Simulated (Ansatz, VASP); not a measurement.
# MnS: VASP beside Ansatz

INCAR

```
  PREC = Accurate
  ENCUT = 520
  EDIFF = 1E-7
  ISMEAR = 0
  SIGMA = 0.05
  LREAL = False
  LASPH = True
  NELM = 150
  ALGO = Normal
  ISIF = 2
  LWAVE = False
  LCHARG = True
  ISPIN = 2
  MAGMOM = 5 5 0 0
  LORBIT = 11
  LMAXMIX = 4
  GGA = PE
  LELF = True
  LVHAR = True
  NBANDS = 31
```

The input KPOINTS:

```
Automatic mesh
0
Gamma
  8 8 8
```

POSCAR

```
MnS
1.0
   -2.5431237785     -2.5431237785      5.0862475570
   -5.0862475570     -2.5431237785      2.5431237785
   -2.5431237785     -5.0862475570      2.5431237785
Mn S
2 2
Direct
    0.0000000000      0.0000000000      0.0000000000
    0.5000000000      0.5000000000      0.5000000000
    1.2500000000     -0.7500000000     -0.7500000000
    1.7500000000     -0.2500000000     -0.2500000000
```

Input for Ansatz:

```yaml
crystal:
  lattice:
    - [-2.5431237785, -2.5431237785, 5.086247557]
    - [-5.086247557, -2.5431237785, 2.5431237785]
    - [-2.5431237785, -5.086247557, 2.5431237785]
  atoms:
    - { symbol: Mn, position: [0.0, 0.0, 0.0], spin: 5.0 }
    - { symbol: S, position: [1.25, -0.75, -0.75] }
    - { symbol: Mn, position: [0.5, 0.5, 0.5], spin: 5.0 }
    - { symbol: S, position: [1.75, -0.25, -0.25] }
basis:
  ecutwfc: 420
  ecutrho_ratio: 4
kpoints:
  mp_grid: { grid: [8, 8, 8] }
hamiltonian:
  xc: pbe
scf:
  occupations: { method: gaussian, width: 0.05 }
  lower_state_search: "off"
output:
  forces: true
  stress: true
  eigenvalues: true
  populations: true
magnetization:
  spin_polarized: true
```

Alike in both runs: task single point; functional PBE; k mesh 8 × 8 × 8; occupations gaussian, width 0.05 eV; collinear spin.

|  | VASP | Ansatz |
| --- | --- | --- |
| version | VASP 6.6.1 | Ansatz 0.2.0 |
| potentials or method | VASP PAW PBE potentials, release 64 (Mn_pv, S), cutoff 520 eV | scalar-relativistic, plane waves, PAW |
| valence electrons in the cell | 38 | 42 |

VASP gave:

| Quantity | Value |
| --- | --- |
| gap on the k mesh at the Fermi level (eV) | none |
| pressure (GPa) | 1.3 |
| net moment per atom (μB) | 2.27 |
| size of the moment on the site where the two differ most (μB) | 4.13 |

Problem. Which values does Ansatz return?

Solution. gap on the k mesh at the Fermi level (eV): none; pressure (GPa): 1.3; net moment per atom (μB): 2.27; size of the moment on the site where the two differ most (μB): 4.05.

Site moments also hang on the region over which each program counts them. A gap of «none» marks a metal or a gap that the smearing closes. With one functional, cell and mesh, what is left measures potentials, basis and numerics. VASP's potentials hold 38 valence electrons a cell and Ansatz's 42, so a difference there can come from the potentials and not from the codes.
